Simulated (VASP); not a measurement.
# Ga3Sb (I4/mmm) in VASP: notebook

Runs on Ga3Sb. Level: PBE+D3(BJ). Tasks: relaxation of shape and atoms at fixed volume.

Everything below comes from runs of VASP 6.6.1. Logs are shortened: lines on timing, memory, paths and dates and some standing lists are left out, and cuts for length are marked.

## (1) The cell of the first run

It takes space group I4/mmm (No. 139, tetragonal). The conventional cell has a = 4.638 Å, b = 4.638 Å, c = 8.537 Å, α = 90.00°, β = 90.00°, γ = 90.00°. Within 4.1 Å of Ga (site symmetry -4m2) lie 8 Ga at 3.15 to 3.28 Å and 4 Sb at 3.15 Å. Within 4.1 Å of Ga (site symmetry 4/mmm) lie 8 Ga at 3.15 Å and 4 Sb at 3.28 Å. Within 4.1 Å of Sb (site symmetry 4/mmm) lie 12 Ga at 3.15 to 3.28 Å.

## (2) Relaxation of shape and atoms at fixed volume, PBE+D3(BJ) (22.96 Å³/atom)

File INCAR:

```
SYSTEM = Ga3Sb
  PREC = Accurate
  ENCUT = 600
  EDIFF = 1E-6
  ISMEAR = 0
  SIGMA = 0.1
  LREAL = .FALSE.
  LASPH = .TRUE.
  NELM = 100
  ALGO = Fast
  ISIF = 4
  LWAVE = .FALSE.
  LCHARG = .FALSE.
  GGA = PE
  IVDW = 12
  IBRION = 2
  NSW = 50
  EDIFFG = -0.01
```

File KPOINTS:

```
regular mesh
0
G
  14 14 14
  0 0 0
```

File POSCAR:

```
Ga3Sb
1.0
   -2.3189650101      2.3189650101      4.2686669768
    2.3189650101     -2.3189650101      4.2686669768
    2.3189650101      2.3189650101     -4.2686669768
Ga Sb
3 1
Direct
    0.7500000000      0.2500000000      0.5000000000
    0.2500000000      0.7500000000      0.5000000000
    0.5000000000      0.5000000000      0.0000000000
    0.0000000000      0.0000000000      0.0000000000
```

Potentials or basis: VASP PAW PBE potentials, release 64 (Ga_d, Sb).

The run is started by

```
cat potpaw_PBE.64/Ga_d/POTCAR potpaw_PBE.64/Sb/POTCAR > POTCAR
mpirun -np 1 vasp_std > vasp.out
```

OUTCAR:

```text
SYSTEM = Ga3Sb
   PREC = Accurate
   ENCUT = 600
   EDIFF = 1E-6
   ISMEAR = 0
   LREAL = .FALSE.
   LASPH = .TRUE.
   NELM = 100
   ISIF = 4
   GGA = PE
   IVDW = 12
   IBRION = 2
   NSW = 50
   EDIFFG = -0.01
 IVDW          = 12

 ion  position               nearest neighbor table
   1  0.750  0.250  0.500-   4 3.15   4 3.15   4 3.15   4 3.15
   2  0.250  0.750  0.500-   4 3.15   4 3.15   4 3.15   4 3.15
   3  0.500  0.500  0.000-   4 3.28   4 3.28   4 3.28   4 3.28
   4  0.000  0.000  0.000-   1 3.15   2 3.15   1 3.15   2 3.15   1 3.15   2 3.15   1 3.15   2 3.15
                             3 3.28   3 3.28   3 3.28   3 3.28

  LATTYP: Found a body centered tetragonal cell.
 ALAT       =     4.6379300202
 C/A-ratio  =     1.8407638572

  Lattice vectors:

 A1 = (  -2.3189650101,   2.3189650101,   4.2686669768)
 A2 = (   2.3189650101,  -2.3189650101,   4.2686669768)
 A3 = (   2.3189650101,   2.3189650101,  -4.2686669768)

Analysis of symmetry for initial positions (statically):
=====================================================================
 Subroutine PRICEL returns:
 Original cell was already a primitive cell.

 Routine SETGRP: Setting up the symmetry group for a
 body centered tetragonal supercell.

 Subroutine GETGRP returns: Found 16 space group operations
 (whereof 16 operations were pure point group operations)
 out of a pool of 16 trial point group operations.

The static configuration has the point symmetry D_4h.

Analysis of symmetry for dynamics (positions and initial velocities):
=====================================================================
 Subroutine PRICEL returns:
 Original cell was already a primitive cell.

 Routine SETGRP: Setting up the symmetry group for a
 body centered tetragonal supercell.

 Subroutine GETGRP returns: Found 16 space group operations
 (whereof 16 operations were pure point group operations)
 out of a pool of 16 trial point group operations.

The dynamic configuration has the point symmetry D_4h.

 Subroutine INISYM returns: Found 16 space group operations
 (whereof 16 operations are pure point group operations),
 and found     1 'primitive' translations

----------------------------------------------------------------------------------------

                                     Primitive cell

  volume of cell :      91.8207

  direct lattice vectors                    reciprocal lattice vectors
    -2.318965010  2.318965010  4.268666977     0.000000000  0.215613430  0.117132586
     2.318965010 -2.318965010  4.268666977     0.215613430  0.000000000  0.117132586
     2.318965010  2.318965010 -4.268666977     0.215613430  0.215613430  0.000000000

  length of vectors
     5.383002433  5.383002433  5.383002433     0.245375618  0.245375618  0.304923437

  position of ions in fractional coordinates (direct lattice)
     0.750000000  0.250000000  0.500000000
     0.250000000  0.750000000  0.500000000
     0.500000000  0.500000000  0.000000000
     0.000000000  0.000000000  0.000000000

  ion indices of the primitive-cell ions
   primitive index   ion index
                 1           1
                 2           2
                 3           3
                 4           4

----------------------------------------------------------------------------------------

 KPOINTS: regular mesh

Automatic generation of k-mesh.
 Grid dimensions read from file:
 generate k-points for:   14   14   14

 Generating k-lattice:

  Cartesian coordinates                     Fractional coordinates (reciprocal lattice)
     0.000000000  0.015400959  0.008366613     0.071428571  0.000000000 -0.000000000
     0.015400959  0.000000000  0.008366613     0.000000000  0.071428571 -0.000000000
     0.015400959  0.015400959  0.000000000     0.000000000  0.000000000  0.071428571

  Length of vectors
     0.017526830  0.017526830  0.021780246

  Shift w.r.t. Gamma in fractional coordinates (k-lattice)
     0.000000000  0.000000000  0.000000000

 Subroutine IBZKPT returns following result:
 ===========================================

 Found    244 irreducible k-points:

 Following reciprocal coordinates:
            Coordinates               Weight
  0.000000  0.000000  0.000000      1.000000
  0.071429  0.000000 -0.000000      8.000000
  0.142857  0.000000 -0.000000      8.000000
  0.214286  0.000000 -0.000000      8.000000
  0.285714  0.000000 -0.000000      8.000000
  0.357143  0.000000 -0.000000      8.000000
[... 16 lines left out ...]
  0.214286  0.142857 -0.000000     16.000000
  0.285714  0.142857 -0.000000     16.000000
 [... further k-points ...]
   k-points           NKPTS =    244   k-points in BZ     NKDIM =    244   number of bands    NBANDS=     26
   number of dos      NEDOS =    301   number of ions     NIONS =      4
   total plane-waves  NPLWV = 110592
   dimension x,y,z NGX =    48 NGY =   48 NGZ =   48
   dimension x,y,z NGXF=    96 NGYF=   96 NGZF=   96
   ions per type =               3   1
   NGX,Y,Z   is equivalent  to a cutoff of  14.82, 14.82, 14.82 a.u.
   NGXF,Y,Z  is equivalent  to a cutoff of  29.65, 29.65, 29.65 a.u.
 SYSTEM =  Ga3Sb
   PREC   = accura    normal or accurate (medium, high low for compatibility)
   ISTART =      0    job   : 0-new  1-cont  2-samecut
   ICHARG =      2    charge: 1-file 2-atom 10-const
   ISPIN  =      1    spin polarized calculation?
   LNONCOLLINEAR =      F non collinear calculations
   LSORBIT =      F    spin-orbit coupling
   LASPH  =      T    aspherical Exc in radial PAW
   ENCUT  =  600.0 eV  44.10 Ry    6.64 a.u.  10.75 10.75 10.75*2*pi/ulx,y,z
   NELM   =    100;   NELMIN=  2; NELMDL= -5     # of ELM steps
   EDIFF  = 0.1E-05   stopping-criterion for ELM
   LREAL  =      F    real-space projection
   EDIFFG = -.1E-01   stopping-criterion for IOM
   NSW    =     50    number of steps for IOM
   IBRION =      2    ionic relax: 0-MD 1-quasi-New 2-CG
   NFREE  =      1    steps in history (QN), initial steepest desc. (CG)
   ISIF   =      4    stress and relaxation
   ISYM   =      2    0-nonsym 1-usesym 2-fastsym
   POTIM  = 0.5000    time-step for ionic-motion
   TEBEG  =    0.0;   TEEND  =   0.0 temperature during run
   PSTRESS=    0.0 pullay stress
   NELECT =      44.0000    total number of electrons
   NUPDOWN=      -1.0000    fix difference up-down
   EMIN   =  10.00;   EMAX   =-10.00  energy-range for DOS
   EFERMI =   0.00;   METHOD = LEGACY
   ISMEAR =     0;   SIGMA  =   0.10  broadening in eV -4-tet -1-fermi 0-gaus
   EFERMI_NEDOS =   21; number of points for ismear=-14 and -15
   IALGO  =     68    algorithm
   IMIX   =      4    mixing-type and parameters
     AMIX     =   0.40;   BMIX     =  1.00
     AMIX_MAG =   1.60;   BMIX_MAG =  1.00
  volume/ion in A,a.u.               =      22.96       154.91
  Fermi-wavevector in a.u.,A,eV,Ry     =   1.281088  2.420905 22.329685  1.641186
  Thomas-Fermi vector in A             =   2.413478
   LORBIT       =      0    0 simple, 1 ext, 2 COOP (PROOUT), +10 PAW based schemes
   GGA     = PE    functional components
   LHFCALC =     F    Hartree Fock is set to
   AEXX    =    0.0000 exact exchange contribution
   IVDW    =    12    specifies the selected vdW correction
   LEPSILON=     F    determine dielectric tensor
   LRPA    =     F    only Hartree local field effects (RPA)
 conjugate gradient relaxation of ions
 non-spin polarized calculation
 RMM-DIIS sequential band-by-band and
 Gauss-broadening in eV      SIGMA  =   0.10
  energy-cutoff  :      600.00
  volume of cell :       91.82
 maximum number of plane-waves:      3080
 NGX is ok and might be reduce to    48
   NGX = 21   NGY = 21   NGZ = 21

 number of electron      44.0000015 magnetization

 Free energy of the ion-electron system (eV)
  ---------------------------------------------------
  ext. energy  EPLUGINS =         0.00000000
  ---------------------------------------------------
  free energy    TOTEN  =       -12.57317035 eV

  energy without entropy =      -12.56723850  energy(sigma->0) =      -12.57020442

 E-fermi :   5.6406     XC(G=0): -10.3066

 val. band max:        5.6364345650   @ k =  -0.2857   0.3571   0.2857
 cond. band min:       5.6439680842   @ k =   0.5000   0.5000   0.2857
 fundamental gap:      0.0075335192
 Fermi energy:         5.6405585153

 k-point     1 :       0.0000    0.0000    0.0000
  band No.  band energies     occupation
      1      -9.2938      2.00000
      2      -9.2679      2.00000
      3      -9.2511      2.00000
      4      -9.2511      2.00000
      5      -9.2458      2.00000
      6      -9.2340      2.00000
[... 18 lines left out ...]
     25       5.8776      0.00080
     26       6.1802      0.00000

 k-point     2 :       0.0714    0.0000   -0.0000
  band No.  band energies     occupation
      1      -9.2920      2.00000
      2      -9.2676      2.00000
      3      -9.2551      2.00000
      4      -9.2536      2.00000
      5      -9.2407      2.00000
      6      -9.2367      2.00000
[... 18 lines left out ...]
     25       6.3529      0.00000
     26       6.5139      0.00000

 k-point     3 :       0.1429    0.0000   -0.0000
  band No.  band energies     occupation
      1      -9.2867      2.00000
      2      -9.2689      2.00000
      3      -9.2594      2.00000
      4      -9.2552      2.00000
      5      -9.2432      2.00000
      6      -9.2305      2.00000
[... 18 lines left out ...]
     25       6.9093      0.00000
     26       7.4540      0.00000

 k-point     4 :       0.2143    0.0000   -0.0000
  band No.  band energies     occupation
      1      -9.2786      2.00000
      2      -9.2717      2.00000
      3      -9.2660      2.00000
      4      -9.2490      2.00000
      5      -9.2470      2.00000
      6      -9.2213      2.00000
[... 18 lines left out ...]
     25       7.1739      0.00000
     26       7.3687      0.00000
[... 496 lines left out ...]
      1      -9.2831      2.00000
      2      -9.2761      2.00000
      3      -9.2632      2.00000
      4      -9.2552      2.00000
      5      -9.2437      2.00000
      6      -9.2279      2.00000
[... 18 lines left out ...]
     25       6.8346      0.00000
     26       8.3854      0.00000

 k-point    23 :       0.2143    0.1429   -0.0000
  band No.  band energies     occupation
      1      -9.2850      2.00000
      2      -9.2710      2.00000
      3      -9.2657      2.00000
      4      -9.2501      2.00000
      5      -9.2465      2.00000
      6      -9.2197      2.00000
[... 18 lines left out ...]
     25       7.1526      0.00000
     26       8.6966      0.00000

 k-point    24 :       0.2857    0.1429   -0.0000
  band No.  band energies     occupation
      1      -9.2860      2.00000
      2      -9.2677      2.00000
      3      -9.2621      2.00000
      4      -9.2503      2.00000
      5      -9.2417      2.00000
      6      -9.2104      2.00000
[... 18 lines left out ...]
     25       7.7738      0.00000
     26       8.9920      0.00000

 [... further k-points ...]

------------------------ aborting loop because EDIFF is reached ----------------------------------------

 Edisp (eV)   -1.29477

 E8    (eV) :    -0.6010

  FORCE on cell =-STRESS in cart. coord.  units (eV):
  Direction    XX          YY          ZZ          XY          YZ          ZX
  --------------------------------------------------------------------------------------
  -------------------------------------------------------------------------------------
  Total      -2.30618    -2.30618    -2.26591     0.00000    -0.00000     0.00000
  in kB     -40.24044   -40.24044   -39.53781     0.00000    -0.00000     0.00000
  external pressure =      -40.01 kB  Pullay stress =        0.00 kB

 VOLUME and BASIS-vectors are now :
 -----------------------------------------------------------------------------
  energy-cutoff  :      600.00
  volume of cell :       91.82
      direct lattice vectors                 reciprocal lattice vectors
    -2.318965010  2.318965010  4.268666977     0.000000000  0.215613430  0.117132586
     2.318965010 -2.318965010  4.268666977     0.215613430  0.000000000  0.117132586
     2.318965010  2.318965010 -4.268666977     0.215613430  0.215613430  0.000000000

 POSITION                                       TOTAL-FORCE (eV/Angst)
 -----------------------------------------------------------------------------------
     -0.00000      2.31897      2.13433        -0.000000      0.000000      0.000000
      2.31897     -0.00000      2.13433         0.000000     -0.000000     -0.000000
      0.00000      0.00000      4.26867        -0.000000      0.000000     -0.000000
      0.00000      0.00000      0.00000        -0.000000      0.000000     -0.000000
 -----------------------------------------------------------------------------------
    total drift:                                0.000000     -0.000000      0.000000

  FREE ENERGIE OF THE ION-ELECTRON SYSTEM (eV)
  ---------------------------------------------------
  free  energy   TOTEN  =       -13.8679358911 eV

  energy  without entropy=      -13.8620040385  energy(sigma->0) =      -13.86496996

 reached required accuracy - stopping structural energy minimisation
```

Wall time 30 min (1 thread of Oxide Virtual Turin-like, shared host); peak memory 0.76 GiB.

What came out:

| Property | Result |
| --- | --- |
| Free energy | -13.8679 eV |
| Pressure after relaxing | -4.0 GPa |
| Band gap on the k mesh | zero (bands 22 and 23 overlap by 4.10 eV) |
| Dispersion energy per atom | -0.324 eV |

Final structure:
```cif
data_structure
_symmetry_space_group_name_H-M 'P 1'
_symmetry_Int_Tables_number 1
_cell_length_a 5.3830
_cell_length_b 5.3830
_cell_length_c 5.3830
_cell_angle_alpha 128.964
_cell_angle_beta 128.964
_cell_angle_gamma 75.068
_cell_volume 91.82
loop_
_atom_site_label
_atom_site_type_symbol
_atom_site_fract_x
_atom_site_fract_y
_atom_site_fract_z
_atom_site_occupancy
Ga1 Ga 0.75000 0.25000 0.50000 1
Ga2 Ga 0.25000 0.75000 0.50000 1
Ga3 Ga 0.50000 0.50000 0.00000 1
Sb1 Sb 0.00000 0.00000 0.00000 1
```

Caveat: the relaxation stopped at its first step, so nothing moved; spin-orbit coupling is left out, which moves the levels of the heavy elements.

(Part 1 of 2 ends here.)
